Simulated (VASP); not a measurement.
# K (Fm-3m) in VASP: a series of runs

The runs below take K through single point, with LDA.

Everything below comes from runs of VASP 6.6.1. Logs are shortened: lines on timing, memory, paths and dates and some standing lists are left out, and cuts for length are marked.

## 1. The cell of the first run

Symmetry: Fm-3m, No. 225, cubic system. Conventional cell: a = 4.822 Å, b = 4.822 Å, c = 4.822 Å, α = 90.00°, β = 90.00°, γ = 90.00°. K (site symmetry m-3m) has 12 K at 3.41 Å within 4.5 Å.

## 2. Single point, LDA

File INCAR:

```
SYSTEM = K
PREC     = Accurate       ! precision mode
ENCUT    = 520            ! plane-wave cutoff, eV
EDIFF    = 1E-7           ! SCF threshold, eV
ISMEAR   = -1             ! smearing method
SIGMA    = 0.1            ! smearing width, eV
LREAL    = .FALSE.        ! projectors in reciprocal space
LASPH    = .TRUE.         ! aspherical terms in the spheres
NELM     = 100            ! most SCF steps
ALGO     = Normal         ! electronic algorithm
ISIF     = 2              ! what is computed and relaxed
LWAVE    = .FALSE.        ! write WAVECAR
LCHARG   = .FALSE.        ! write CHGCAR
GGA      = CA             ! functional
NBANDS   = 10             ! bands
```

File KPOINTS:

```
Automatic mesh
0
G
  18 18 18
  0 0 0
```

File POSCAR:

```
K
1.0
    0.0000000000      2.4110169285      2.4110169285
    2.4110169285      0.0000000000      2.4110169285
    2.4110169285      2.4110169285      0.0000000000
K
1
Direct
    0.0000000000      0.0000000000      0.0000000000
```

Potentials or basis: VASP PAW LDA potentials, release 64 (K_sv).

Run with:

```
$ cat potpaw_LDA.64/K_sv/POTCAR > POTCAR
$ mpirun -np 1 vasp_std > vasp.out
```

OUTCAR:

```text
SYSTEM = K
   PREC = Accurate
   ENCUT = 520
   EDIFF = 1E-7
   ISMEAR = -1
   LREAL = .FALSE.
   LASPH = .TRUE.
   NELM = 100
   ISIF = 2
   GGA = CA

 ion  position               nearest neighbor table
   1  0.000  0.000  0.000-

  LATTYP: Found a face centered cubic cell.
 ALAT       =     4.8220338570

  Lattice vectors:

 A1 = (   0.0000000000,   2.4110169285,   2.4110169285)
 A2 = (   2.4110169285,   0.0000000000,   2.4110169285)
 A3 = (   2.4110169285,   2.4110169285,   0.0000000000)

Analysis of symmetry for initial positions (statically):
=====================================================================
 Subroutine PRICEL returns:
 Original cell was already a primitive cell.

 Routine SETGRP: Setting up the symmetry group for a
 face centered cubic supercell.

 Subroutine GETGRP returns: Found 48 space group operations
 (whereof 48 operations were pure point group operations)
 out of a pool of 48 trial point group operations.

The static configuration has the point symmetry O_h .

Analysis of symmetry for dynamics (positions and initial velocities):
=====================================================================
 Subroutine PRICEL returns:
 Original cell was already a primitive cell.

 Routine SETGRP: Setting up the symmetry group for a
 face centered cubic supercell.

 Subroutine GETGRP returns: Found 48 space group operations
 (whereof 48 operations were pure point group operations)
 out of a pool of 48 trial point group operations.

The dynamic configuration has the point symmetry O_h .

 Subroutine INISYM returns: Found 48 space group operations
 (whereof 48 operations are pure point group operations),
 and found     1 'primitive' translations

----------------------------------------------------------------------------------------

                                     Primitive cell

  volume of cell :      28.0305

  direct lattice vectors                    reciprocal lattice vectors
     0.000000000  2.411016929  2.411016929    -0.207381373  0.207381373  0.207381373
     2.411016929  0.000000000  2.411016929     0.207381373 -0.207381373  0.207381373
     2.411016929  2.411016929  0.000000000     0.207381373  0.207381373 -0.207381373

  length of vectors
     3.409692839  3.409692839  3.409692839     0.359195074  0.359195074  0.359195074

  position of ions in fractional coordinates (direct lattice)
     0.000000000  0.000000000  0.000000000

  ion indices of the primitive-cell ions
   primitive index   ion index
                 1           1

----------------------------------------------------------------------------------------

 KPOINTS: Automatic mesh

Automatic generation of k-mesh.
 Grid dimensions read from file:
 generate k-points for:   18   18   18

 Generating k-lattice:

  Cartesian coordinates                     Fractional coordinates (reciprocal lattice)
    -0.011521187  0.011521187  0.011521187     0.055555556  0.000000000  0.000000000
     0.011521187 -0.011521187  0.011521187     0.000000000  0.055555556  0.000000000
     0.011521187  0.011521187 -0.011521187     0.000000000  0.000000000  0.055555556

  Length of vectors
     0.019955282  0.019955282  0.019955282

  Shift w.r.t. Gamma in fractional coordinates (k-lattice)
     0.000000000  0.000000000  0.000000000

 Subroutine IBZKPT returns following result:
 ===========================================

 Found    195 irreducible k-points:

 Following reciprocal coordinates:
            Coordinates               Weight
  0.000000  0.000000  0.000000      1.000000
  0.055556  0.000000  0.000000      8.000000
  0.111111  0.000000  0.000000      8.000000
  0.166667  0.000000  0.000000      8.000000
  0.222222  0.000000  0.000000      8.000000
  0.277778  0.000000  0.000000      8.000000
[... 16 lines left out ...]
 -0.277778  0.055556  0.000000     24.000000
 -0.222222  0.055556  0.000000     24.000000
 [... further k-points ...]
   k-points           NKPTS =    195   k-points in BZ     NKDIM =    195   number of bands    NBANDS=     10
   number of dos      NEDOS =    301   number of ions     NIONS =      1
   total plane-waves  NPLWV =  21952
   dimension x,y,z NGX =    28 NGY =   28 NGZ =   28
   dimension x,y,z NGXF=    56 NGYF=   56 NGZF=   56
   ions per type =               1
   NGX,Y,Z   is equivalent  to a cutoff of  13.65, 13.65, 13.65 a.u.
   NGXF,Y,Z  is equivalent  to a cutoff of  27.30, 27.30, 27.30 a.u.
 SYSTEM =  K
   PREC   = accura    normal or accurate (medium, high low for compatibility)
   ISTART =      0    job   : 0-new  1-cont  2-samecut
   ICHARG =      2    charge: 1-file 2-atom 10-const
   ISPIN  =      1    spin polarized calculation?
   LNONCOLLINEAR =      F non collinear calculations
   LSORBIT =      F    spin-orbit coupling
   LASPH  =      T    aspherical Exc in radial PAW
   ENCUT  =  520.0 eV  38.22 Ry    6.18 a.u.   6.34  6.34  6.34*2*pi/ulx,y,z
   NELM   =    100;   NELMIN=  2; NELMDL= -5     # of ELM steps
   EDIFF  = 0.1E-06   stopping-criterion for ELM
   LREAL  =      F    real-space projection
   EDIFFG = 0.1E-05   stopping-criterion for IOM
   NSW    =      0    number of steps for IOM
   IBRION =     -1    ionic relax: 0-MD 1-quasi-New 2-CG
   NFREE  =      0    steps in history (QN), initial steepest desc. (CG)
   ISIF   =      2    stress and relaxation
   ISYM   =      2    0-nonsym 1-usesym 2-fastsym
   POTIM  = 0.5000    time-step for ionic-motion
   TEBEG  =    0.0;   TEEND  =   0.0 temperature during run
   PSTRESS=    0.0 pullay stress
   NELECT =       9.0000    total number of electrons
   NUPDOWN=      -1.0000    fix difference up-down
   EMIN   =  10.00;   EMAX   =-10.00  energy-range for DOS
   EFERMI =   0.00;   METHOD = LEGACY
   ISMEAR =    -1;   SIGMA  =   0.10  broadening in eV -4-tet -1-fermi 0-gaus
   EFERMI_NEDOS =   21; number of points for ismear=-14 and -15
   IALGO  =     38    algorithm
   IMIX   =      4    mixing-type and parameters
     AMIX     =   0.40;   BMIX     =  1.00
     AMIX_MAG =   1.60;   BMIX_MAG =  1.00
  volume/ion in A,a.u.               =      28.03       189.16
  Fermi-wavevector in a.u.,A,eV,Ry     =   1.121017  2.118414 17.098148  1.256678
  Thomas-Fermi vector in A             =   2.257667
   LORBIT       =      0    0 simple, 1 ext, 2 COOP (PROOUT), +10 PAW based schemes
   GGA     = CA    functional components
   LHFCALC =     F    Hartree Fock is set to
   AEXX    =    0.0000 exact exchange contribution
   IVDW    =     0    specifies the selected vdW correction
   LEPSILON=     F    determine dielectric tensor
   LRPA    =     F    only Hartree local field effects (RPA)
 non-spin polarized calculation
  energy-cutoff  :      520.00
  volume of cell :       28.03
 maximum number of plane-waves:       769
 NGX is ok and might be reduce to    28
   NGX = 13   NGY = 13   NGZ = 13

 number of electron       9.0000001 magnetization

 Free energy of the ion-electron system (eV)
  ---------------------------------------------------
  ext. energy  EPLUGINS =         0.00000000
  ---------------------------------------------------
  free energy    TOTEN  =        -0.21640906 eV

  energy without entropy =       -0.18537223  energy(sigma->0) =       -0.20089064

 E-fermi :   3.1657     XC(G=0):  -9.0135

 val. band max:        3.1626597650   @ k =   0.4444   0.2222   0.0000
 cond. band min:       3.1799372695   @ k =  -0.4444   0.3889   0.0000
 fundamental gap:      0.0172775045
 Fermi energy:         3.1657334054

 k-point     1 :       0.0000    0.0000    0.0000
  band No.  band energies     occupation
      1     -28.9721      2.00000
      2     -12.0553      2.00000
      3     -12.0553      2.00000
      4     -12.0553      2.00000
      5      -0.2730      2.00000
      6       7.6119      0.00000
      7       7.6119      0.00000
      8       7.6119      0.00000
      9      10.0381      0.00000
     10      10.0381      0.00000

 k-point     2 :       0.0556    0.0000    0.0000
  band No.  band energies     occupation
      1     -28.9656      2.00000
      2     -12.0994      2.00000
      3     -12.0598      2.00000
      4     -12.0598      2.00000
      5      -0.1791      2.00000
      6       7.4787      0.00000
      7       7.6542      0.00000
      8       7.6542      0.00000
      9       9.9721      0.00000
     10       9.9721      0.00000

 k-point     3 :       0.1111    0.0000    0.0000
  band No.  band energies     occupation
      1     -28.9466      2.00000
      2     -12.2243      2.00000
      3     -12.0728      2.00000
      4     -12.0728      2.00000
      5       0.0921      2.00000
      6       7.1359      0.00000
      7       7.7625      0.00000
      8       7.7625      0.00000
      9       9.8201      0.00000
     10       9.8201      0.00000

 k-point     4 :       0.1667    0.0000    0.0000
  band No.  band energies     occupation
      1     -28.9173      2.00000
      2     -12.4096      2.00000
      3     -12.0926      2.00000
      4     -12.0926      2.00000
      5       0.5121      2.00000
      6       6.6961      0.00000
      7       7.8721      0.00000
      8       7.8721      0.00000
      9       9.7051      0.00000
     10       9.7051      0.00000
[... 222 lines left out ...]
 k-point    22 :      -0.3333    0.0556    0.0000
  band No.  band energies     occupation
      1     -28.7904      2.00000
      2     -13.1039      2.00000
      3     -12.2157      2.00000
      4     -12.1630      2.00000
      5       2.3915      1.99913
      6       5.4844      0.00000
      7       7.3763      0.00000
      8       7.5710      0.00000
      9      10.4382      0.00000
     10      11.1683      0.00000

 k-point    23 :      -0.2778    0.0556    0.0000
  band No.  band energies     occupation
      1     -28.8253      2.00000
      2     -12.9191      2.00000
      3     -12.1947      2.00000
      4     -12.1372      2.00000
      5       1.8658      2.00000
      6       5.7395      0.00000
      7       7.5535      0.00000
      8       7.7664      0.00000
      9       9.8784      0.00000
     10      10.6758      0.00000

 k-point    24 :      -0.2222    0.0556    0.0000
  band No.  band energies     occupation
      1     -28.8636      2.00000
      2     -12.7069      2.00000
      3     -12.1682      2.00000
      4     -12.1111      2.00000
      5       1.2944      2.00000
      6       6.0862      0.00000
      7       7.7250      0.00000
      8       7.9431      0.00000
      9       9.4644      0.00000
     10      10.2613      0.00000

 [... further k-points ...]
[... 5 lines left out ...]
  --------------------------------------------------------------------------------------
  -------------------------------------------------------------------------------------
  Total        2.6241908      2.6241908      2.6241908      0.0000000      0.0000000      0.0000000
  in kB      149.9944610    149.9944610    149.9944610      0.0000000      0.0000000      0.0000000
  external PRESSURE =     149.9944610 kB  Pullay stress =       0.0000000 kB

 VOLUME and BASIS-vectors are now :
 -----------------------------------------------------------------------------
  energy-cutoff  :      520.00
  volume of cell :       28.03
      direct lattice vectors                 reciprocal lattice vectors
     0.000000000  2.411016929  2.411016929    -0.207381373  0.207381373  0.207381373
     2.411016929  0.000000000  2.411016929     0.207381373 -0.207381373  0.207381373
     2.411016929  2.411016929  0.000000000     0.207381373  0.207381373 -0.207381373

 POSITION                                       TOTAL-FORCE (eV/Angst)
 -----------------------------------------------------------------------------------
      0.00000      0.00000      0.00000         0.000000      0.000000      0.000000
 -----------------------------------------------------------------------------------
    total drift:                               -0.000000     -0.000000     -0.000000

  FREE ENERGIE OF THE ION-ELECTRON SYSTEM (eV)
  ---------------------------------------------------
  free  energy   TOTEN  =        -0.2164090582 eV

  energy  without entropy=       -0.1853722313  energy(sigma->0) =       -0.20089064
```

Run time: 43 s. Hardware: 1 thread of Intel Xeon Platinum 8375C at 2.90GHz (Ice Lake), shared host; peak memory 0.17 GiB.

Results:

```yaml
Free_energy: -0.2164 eV
Pressure: 15.0 GPa
```

[end of part 1 of 2]
